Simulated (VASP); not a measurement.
# RbMgH2 (P6/mmm) in VASP: notebook

The runs below take RbMgH2 through single point, relaxation of cell and atoms, with PBE.

Everything below comes from runs of VASP 6.6.1. Logs are shortened: lines on timing, memory, paths and dates and some standing lists are left out, and cuts for length are marked.

### 1 The cell of the first run

The structure is hexagonal, space group P6/mmm (No. 191). The conventional cell has a = 4.732 Å, b = 4.732 Å, c = 9.202 Å, α = 90.00°, β = 90.00°, γ = 120.00°. Within 3.6 Å of Rb (site symmetry 6/mmm) lie 6 H at 2.73 Å. Within 3.6 Å of H (site symmetry -6m2) lie 3 Rb at 2.73 Å and 3 H at 2.73 Å.

The cell was built from a structure type or drawn by symmetry, and may not be a known phase.

### 2 Single point, PBE

Input file INCAR:

```
SYSTEM = RbMgH2
PREC     = Accurate       ! precision mode
ENCUT    = 520            ! plane-wave cutoff, eV
EDIFF    = 1E-6           ! SCF threshold, eV
ISMEAR   = 0              ! smearing method
SIGMA    = 0.1            ! smearing width, eV
LREAL    = .FALSE.        ! projectors in reciprocal space
LASPH    = .TRUE.         ! aspherical terms in the spheres
NELM     = 100            ! most SCF steps
ALGO     = Normal         ! electronic algorithm
ISIF     = 2              ! what is computed and relaxed
LWAVE    = .FALSE.        ! write WAVECAR
LCHARG   = .FALSE.        ! write CHGCAR
GGA      = PE             ! functional
NBANDS   = 14             ! bands
```

Input file KPOINTS:

```
regular mesh
0
G
  12 12 6
  0 0 0
```

Input file POSCAR:

```
RbMgH2
1.0
    4.7319937907      0.0000000000      0.0000000000
   -2.3659968953      4.0980268333      0.0000000000
    0.0000000000      0.0000000000      9.2019921387
Rb Mg H
1 1 2
Direct
    0.0000000000      0.0000000000      0.0000000000
    0.0000000000      0.0000000000      0.5000000000
    0.3333333333      0.6666666667      0.0000000000
    0.6666666667      0.3333333333      0.0000000000
```

Potentials or basis: VASP PAW PBE potentials, release 64 (Rb_sv, Mg, H).

Started as:

```sh
$ cat potpaw_PBE.64/Rb_sv/POTCAR potpaw_PBE.64/Mg/POTCAR potpaw_PBE.64/H/POTCAR > POTCAR
$ mpirun -np 1 vasp_std > vasp.out
```

OUTCAR:

```text
SYSTEM = RbMgH2
   PREC = Accurate
   ENCUT = 520
   EDIFF = 1E-6
   ISMEAR = 0
   LREAL = .FALSE.
   LASPH = .TRUE.
   NELM = 100
   ISIF = 2
   GGA = PE

 ion  position               nearest neighbor table
   1  0.000  0.000  0.000-   3 2.73   4 2.73   3 2.73   4 2.73   4 2.73   3 2.73   2 4.60   2 4.60

   2  0.000  0.000  0.500-   1 4.60   1 4.60
   3  0.333  0.667  0.000-   1 2.73   1 2.73   1 2.73
   4  0.667  0.333  0.000-   1 2.73   1 2.73   1 2.73

  LATTYP: Found a hexagonal cell.
 ALAT       =     4.7319937907
 C/A-ratio  =     1.9446331812

  Lattice vectors:

 A1 = (   4.7319937907,   0.0000000000,   0.0000000000)
 A2 = (  -2.3659968953,   4.0980268333,   0.0000000000)
 A3 = (   0.0000000000,   0.0000000000,   9.2019921387)

Analysis of symmetry for initial positions (statically):
=====================================================================
 Subroutine PRICEL returns:
 Original cell was already a primitive cell.

 Routine SETGRP: Setting up the symmetry group for a
 hexagonal supercell.

 Subroutine GETGRP returns: Found 24 space group operations
 (whereof 24 operations were pure point group operations)
 out of a pool of 24 trial point group operations.

The static configuration has the point symmetry D_6h.

Analysis of symmetry for dynamics (positions and initial velocities):
=====================================================================
 Subroutine PRICEL returns:
 Original cell was already a primitive cell.

 Routine SETGRP: Setting up the symmetry group for a
 hexagonal supercell.

 Subroutine GETGRP returns: Found 24 space group operations
 (whereof 24 operations were pure point group operations)
 out of a pool of 24 trial point group operations.

The dynamic configuration has the point symmetry D_6h.

 Subroutine INISYM returns: Found 24 space group operations
 (whereof 24 operations are pure point group operations),
 and found     1 'primitive' translations

----------------------------------------------------------------------------------------

                                     Primitive cell

  volume of cell :     178.4435

  direct lattice vectors                    reciprocal lattice vectors
     4.731993791  0.000000000  0.000000000     0.211327412  0.122009938  0.000000000
    -2.365996895  4.098026833  0.000000000     0.000000000  0.244019876  0.000000000
     0.000000000  0.000000000  9.201992139     0.000000000  0.000000000  0.108672121

  length of vectors
     4.731993791  4.731993791  9.201992139     0.244019876  0.244019876  0.108672121

  position of ions in fractional coordinates (direct lattice)
     0.000000000  0.000000000  0.000000000
     0.000000000  0.000000000  0.500000000
     0.333333333  0.666666667  0.000000000
     0.666666667  0.333333333  0.000000000

  ion indices of the primitive-cell ions
   primitive index   ion index
                 1           1
                 2           2
                 3           3
                 4           4

----------------------------------------------------------------------------------------

 KPOINTS: regular mesh

Automatic generation of k-mesh.
 Grid dimensions read from file:
 generate k-points for:   12   12    6

 Generating k-lattice:

  Cartesian coordinates                     Fractional coordinates (reciprocal lattice)
     0.017610618  0.010167495  0.000000000     0.083333333 -0.000000000  0.000000000
     0.000000000  0.020334990  0.000000000     0.000000000  0.083333333  0.000000000
     0.000000000  0.000000000  0.018112020     0.000000000  0.000000000  0.166666667

  Length of vectors
     0.020334990  0.020334990  0.018112020

  Shift w.r.t. Gamma in fractional coordinates (k-lattice)
     0.000000000  0.000000000  0.000000000

 Subroutine IBZKPT returns following result:
 ===========================================

 Found     76 irreducible k-points:

 Following reciprocal coordinates:
            Coordinates               Weight
  0.000000  0.000000  0.000000      1.000000
  0.083333 -0.000000  0.000000      6.000000
  0.166667 -0.000000  0.000000      6.000000
  0.250000 -0.000000  0.000000      6.000000
  0.333333 -0.000000  0.000000      6.000000
  0.416667  0.000000  0.000000      6.000000
[... 16 lines left out ...]
  0.250000 -0.000000  0.166667     12.000000
  0.333333 -0.000000  0.166667     12.000000
 [... further k-points ...]
   k-points           NKPTS =     76   k-points in BZ     NKDIM =     76   number of bands    NBANDS=     14
   number of dos      NEDOS =    301   number of ions     NIONS =      4
   total plane-waves  NPLWV =  90720
   dimension x,y,z NGX =    36 NGY =   36 NGZ =   70
   dimension x,y,z NGXF=    72 NGYF=   72 NGZF=  140
   ions per type =               1   1   2
   NGX,Y,Z   is equivalent  to a cutoff of  12.65, 12.65, 12.65 a.u.
   NGXF,Y,Z  is equivalent  to a cutoff of  25.30, 25.30, 25.29 a.u.
 SYSTEM =  RbMgH2
   PREC   = accura    normal or accurate (medium, high low for compatibility)
[... 80 lines left out ...]

 k-point     2 :       0.0833   -0.0000    0.0000
  band No.  band energies     occupation
      1     -27.8656      2.00000
      2     -12.1762      2.00000
      3     -11.8814      2.00000
      4     -11.8663      2.00000
      5      -4.5993      2.00000
      6      -3.9655      2.00000
      7      -1.3373      0.00000
      8      -0.5614      0.00000
      9       2.3741      0.00000
     10       2.7720      0.00000
     11       3.1128      0.00000
     12       3.8411      0.00000
     13       4.0906      0.00000
     14       4.2183      0.00000

 k-point     3 :       0.1667   -0.0000    0.0000
  band No.  band energies     occupation
      1     -27.8640      2.00000
      2     -12.1722      2.00000
      3     -11.9292      2.00000
      4     -11.8737      2.00000
      5      -4.3841      2.00000
      6      -3.7952      2.00000
      7      -1.6228      0.00000
      8      -0.4094      0.00000
      9       1.7926      0.00000
     10       2.5622      0.00000
     11       2.8127      0.00000
     12       3.5704      0.00000
     13       4.3524      0.00000
     14       4.5126      0.00000

 k-point     4 :       0.2500   -0.0000    0.0000
  band No.  band energies     occupation
      1     -27.8618      2.00000
      2     -12.1666      2.00000
      3     -11.9924      2.00000
      4     -11.8837      2.00000
      5      -4.0606      2.00000
      6      -3.5250      2.00000
      7      -1.9678      0.00000
      8      -0.1598      0.00000
      9       0.8559      0.00000
     10       2.5133      0.00000
     11       2.7494      0.00000
     12       3.1351      0.00000
     13       4.1365      0.00000
     14       4.7545      0.00000

 k-point     5 :       0.3333   -0.0000    0.0000
  band No.  band energies     occupation
      1     -27.8596      2.00000
      2     -12.1610      2.00000
      3     -12.0533      2.00000
      4     -11.8937      2.00000
      5      -3.6735      2.00000
      6      -3.1856      2.00000
      7      -2.2995      0.14555
      8      -0.0021      0.00000
      9       0.1781      0.00000
     10       2.2778      0.00000
     11       2.5776      0.00000
[... 276 lines left out ...]
 k-point    22 :       0.1667   -0.0000    0.1667
  band No.  band energies     occupation
      1     -27.8640      2.00000
      2     -12.1722      2.00000
      3     -11.9292      2.00000
      4     -11.8737      2.00000
      5      -4.3666      2.00000
      6      -3.8189      2.00000
      7      -1.6227      0.00000
      8      -0.3922      0.00000
      9       1.7967      0.00000
     10       2.4092      0.00000
     11       2.8083      0.00000
     12       3.8639      0.00000
     13       4.3430      0.00000
     14       4.5309      0.00000

 k-point    23 :       0.2500   -0.0000    0.1667
  band No.  band energies     occupation
      1     -27.8618      2.00000
      2     -12.1666      2.00000
      3     -11.9924      2.00000
      4     -11.8837      2.00000
      5      -4.0423      2.00000
      6      -3.5486      2.00000
      7      -1.9676      0.00000
      8      -0.1476      0.00000
      9       0.8528      0.00000
     10       2.5087      0.00000
     11       2.5200      0.00000
     12       3.5374      0.00000
     13       4.1212      0.00000
     14       4.7268      0.00000

 k-point    24 :       0.3333   -0.0000    0.1667
  band No.  band energies     occupation
      1     -27.8596      2.00000
      2     -12.1611      2.00000
      3     -12.0533      2.00000
      4     -11.8937      2.00000
      5      -3.6563      2.00000
      6      -3.2060      2.00000
      7      -2.2990      0.14360
      8      -0.0263      0.00000
      9       0.1971      0.00000
     10       2.2728      0.00000
     11       2.4516      0.00000
     12       3.2842      0.00000
     13       3.7949      0.00000
     14       4.6772      0.00000

 [... further k-points ...]

------------------------ aborting loop because EDIFF is reached ----------------------------------------

  FORCE on cell =-STRESS in cart. coord.  units (eV):
  Direction    XX          YY          ZZ          XY          YZ          ZX
  --------------------------------------------------------------------------------------
  -------------------------------------------------------------------------------------
  Total       -0.0119586     -0.0119586     -0.0041018     -0.0000000      0.0000000      0.0000000
  in kB       -0.1073721     -0.1073721     -0.0368285     -0.0000000      0.0000000      0.0000000
  external PRESSURE =      -0.0838575 kB  Pullay stress =       0.0000000 kB

 VOLUME and BASIS-vectors are now :
 -----------------------------------------------------------------------------
  energy-cutoff  :      520.00
  volume of cell :      178.44
      direct lattice vectors                 reciprocal lattice vectors
     4.731993791  0.000000000  0.000000000     0.211327412  0.122009938  0.000000000
    -2.365996895  4.098026833  0.000000000     0.000000000  0.244019876  0.000000000
     0.000000000  0.000000000  9.201992139     0.000000000  0.000000000  0.108672121

 POSITION                                       TOTAL-FORCE (eV/Angst)
 -----------------------------------------------------------------------------------
      0.00000      0.00000      0.00000         0.000000      0.000000     -0.000000
      0.00000      0.00000      4.60100         0.000000      0.000000     -0.000000
     -0.00000      2.73202      0.00000        -0.000000      0.000000      0.000000
      2.36600      1.36601      0.00000         0.000000      0.000000     -0.000000
 -----------------------------------------------------------------------------------
    total drift:                               -0.000000      0.000000      0.000000

  FREE ENERGIE OF THE ION-ELECTRON SYSTEM (eV)
  ---------------------------------------------------
  free  energy   TOTEN  =        -5.7767177005 eV

  energy  without entropy=       -5.7658466275  energy(sigma->0) =       -5.77128216
```

Wall time 2.6 min (1 thread of AMD EPYC 7R43 (Zen 3), shared host); peak memory 0.38 GiB.

Results:

- Free energy: -5.7767 eV
- Pressure: 0.0 GPa
- Band gap on the k mesh: zero (an odd number of electrons rules out a gap without spin polarisation)

### 3 Relaxation of cell and atoms, PBE

This run uses another cell than the first one, of 41.48 Å³/atom.

Input file INCAR:

```
PREC     = Accurate       # precision mode
ENCUT    = 600            # plane-wave cutoff, eV
EDIFF    = 1E-6           # SCF threshold, eV
ISMEAR   = 0              # smearing method
SIGMA    = 0.1            # smearing width, eV
LREAL    = False          # projectors in reciprocal space
LASPH    = True           # aspherical terms in the spheres
NELM     = 80             # most SCF steps
ALGO     = Normal         # electronic algorithm
ISIF     = 3              # what is computed and relaxed
LWAVE    = False          # write WAVECAR
LCHARG   = False          # write CHGCAR
GGA      = PE             # functional
IBRION   = 2              # ionic algorithm
NSW      = 100            # ionic steps
EDIFFG   = -0.01          # ionic threshold
```

Input file KPOINTS:

```
Automatic mesh
0
Gamma
  12 12 6
```

Input file POSCAR:

```
RbMgH2
1.0
    4.7214342096      0.0000000000      0.0000000000
   -2.3607171048      4.0888819678      0.0000000000
    0.0000000000      0.0000000000      8.5947739902
Rb Mg H
1 1 2
Direct
    0.0000000000      0.0000000000      0.0000000000
    0.0000000000      0.0000000000      0.5000000000
    0.3333333333      0.6666666667      0.0000000000
    0.6666666667      0.3333333333      0.0000000000
```

Potentials or basis: VASP PAW PBE potentials, release 64 (Rb_sv, Mg, H).

Started as:

```sh
$ cat potpaw_PBE.64/Rb_sv/POTCAR potpaw_PBE.64/Mg/POTCAR potpaw_PBE.64/H/POTCAR > POTCAR
$ mpirun -np 1 vasp_std > vasp.out
```

Run time: 12 min. Hardware: 1 thread of AMD EPYC 7R43 (Zen 3), shared host; peak memory 0.47 GiB.

It converged, with:

| Item | Value |
| --- | --- |
| Free energy | -5.7764 eV |
| Relaxed volume | 45.17 Å³/atom |
| Relaxed cell | a = 4.737 Å, b = 4.737 Å, c = 9.297 Å, α = 90.00°, β = 90.00°, γ = 120.00° |
| Space group after relaxing (to 0.1 Å) | P6/mmm (No. 191) |
| Energy gained by relaxing | 1.3 meV/atom |
| Ionic steps | 8 |
| Pressure after relaxing | 0.0 GPa |
| Band gap on the k mesh | zero (an odd number of electrons rules out a gap without spin polarisation) |

The path:
| step | energy change (eV) | largest force (eV/Å) | pressure (GPa) | volume (Å³) |
| --- | --- | --- | --- | --- |
| 1 | 0.0000 | 0.0000 | 0.08 | 165.93 |
| 2 | -0.0003 | 0.0000 | 0.07 | 166.40 |
| 3 | -0.0012 | 0.0000 | 0.04 | 167.82 |
| 4 | -0.0024 | 0.0000 | 0.00 | 170.69 |
| 5 | -0.0030 | 0.0000 | -0.09 | 176.50 |
| 6 | -0.0034 | 0.0000 | -0.08 | 176.92 |
| 7 | -0.0044 | 0.0000 | -0.06 | 178.19 |
| 8 | -0.0052 | 0.0000 | -0.02 | 180.69 |

Final structure:
```yaml
crystal:
  lattice:
    - [4.73718, 0.00000, 0.00000]
    - [-2.36859, 4.10252, 0.00000]
    - [0.00000, 0.00000, 9.29743]
  atoms:
    - { symbol: Rb, position: [0.00000, 0.00000, 0.00000] }
    - { symbol: Mg, position: [0.00000, 0.00000, 0.50000] }
    - { symbol: H, position: [0.33333, 0.66667, 0.00000] }
    - { symbol: H, position: [0.66667, 0.33333, 0.00000] }
```

Levels at points of the mesh, in eV from the Fermi level:
```tsv
k point	band 3	band 4	band 5	band 6	band 7	band 8	band 9	band 10
(0.00, 0.00, 0.00)	-9.47	-9.47	-2.26	-1.62	1.18	1.79	4.71	5.65
(0.50, 0.00, 0.00)	-9.71	-9.51	-0.58	-0.46	-0.25	1.42	3.22	4.10
(0.00, 0.00, 0.50)	-9.47	-9.47	-2.19	-1.71	1.18	1.86	4.41	5.63
(0.50, 0.00, 0.50)	-9.71	-9.51	-0.52	-0.45	-0.29	1.35	3.01	4.46
```

### 4 Relaxation of cell and atoms, PBE

Input file INCAR:

```
  PREC = Accurate
  ENCUT = 600
  EDIFF = 1E-7
  ISMEAR = 0
  SIGMA = 0.1
  LREAL = False
  LASPH = True
  NELM = 100
  ALGO = Normal
  ISIF = 3
  LWAVE = False
  LCHARG = False
  GGA = PE
  IBRION = 2
  NSW = 100
  EDIFFG = -0.01
```

Input file KPOINTS:

```
regular mesh
0
Gamma
  12 12 6
```

Input file POSCAR:

```
RbMgH2
1.0
    4.7319937907      0.0000000000      0.0000000000
   -2.3659968953      4.0980268333      0.0000000000
    0.0000000000      0.0000000000      9.2019921387
Rb Mg H
1 1 2
Direct
    0.0000000000      0.0000000000      0.0000000000
    0.0000000000      0.0000000000      0.5000000000
    0.3333333333      0.6666666667      0.0000000000
    0.6666666667      0.3333333333      0.0000000000
```

Started as:

```sh
$ cat potpaw_PBE.64/Rb_sv/POTCAR potpaw_PBE.64/Mg/POTCAR potpaw_PBE.64/H/POTCAR > POTCAR
$ mpirun -np 1 vasp_std > vasp.out
```

It took 3.2 min on 1 thread of AMD EPYC 7R43 (Zen 3), shared host; peak memory 0.44 GiB.

The run converged. Its results:

| Quantity | Value |
| --- | --- |
| Free energy | -5.7770 eV |
| Pressure after relaxing | 0.0 GPa |
| Band gap on the k mesh | zero (an odd number of electrons rules out a gap without spin polarisation) |

Final structure:
```cif
data_structure
_symmetry_space_group_name_H-M 'P 1'
_symmetry_Int_Tables_number 1
_cell_length_a 4.7320
_cell_length_b 4.7320
_cell_length_c 9.2020
_cell_angle_alpha 90.000
_cell_angle_beta 90.000
_cell_angle_gamma 120.000
_cell_volume 178.44
loop_
_atom_site_label
_atom_site_type_symbol
_atom_site_fract_x
_atom_site_fract_y
_atom_site_fract_z
_atom_site_occupancy
Rb1 Rb 0.00000 0.00000 0.00000 1
Mg1 Mg 0.00000 0.00000 0.50000 1
H1 H 0.33333 0.66667 0.00000 1
H2 H 0.66667 0.33333 0.00000 1
```

Levels at points of the mesh, in eV from the Fermi level:
```
           k point  band 2  band 3  band 4  band 5  band 6  band 7  band 8  band 9  band 10
(0.00, 0.00, 0.00)   -9.78   -9.46   -9.46   -2.27   -1.62    1.18    1.79    4.75     5.66
(0.50, 0.00, 0.00)   -9.75   -9.71   -9.50   -0.58   -0.46   -0.25    1.43    3.23     4.09
(0.00, 0.00, 0.50)   -9.78   -9.46   -9.46   -2.20   -1.72    1.18    1.87    4.46     5.63
(0.50, 0.00, 0.50)   -9.75   -9.71   -9.50   -0.53   -0.45   -0.29    1.35    3.00     4.46
```

Caveat: the relaxation stopped at its first step, so nothing moved.

### 5 The runs side by side

```tsv
task	cell	cutoff (eV)	gap on the mesh (eV)	pressure (GPa)
single point	a = 4.732, b = 4.732, c = 9.202 Å, angles 90.0, 90.0, 120.0°, 4 atoms	520	none	0.0
relaxation of cell and atoms	relaxed from a = 4.721, b = 4.721, c = 8.595 Å, angles 90.0, 90.0, 120.0°, 4 atoms	600	none	0.0
relaxation of cell and atoms	relaxed from a = 4.732, b = 4.732, c = 9.202 Å, angles 90.0, 90.0, 120.0°, 4 atoms	600	none	0.0
```

Alike in all rows: level PBE; potentials or basis VASP PAW PBE potentials, release 64 (Rb_sv, Mg, H); no spin polarisation; k mesh 12 × 12 × 6; smearing gaussian 0.1 eV.

Caveats: the relaxation stopped at its first step, so nothing moved (at least some runs).

Absolute energies hang on the potentials; compare differences alone.
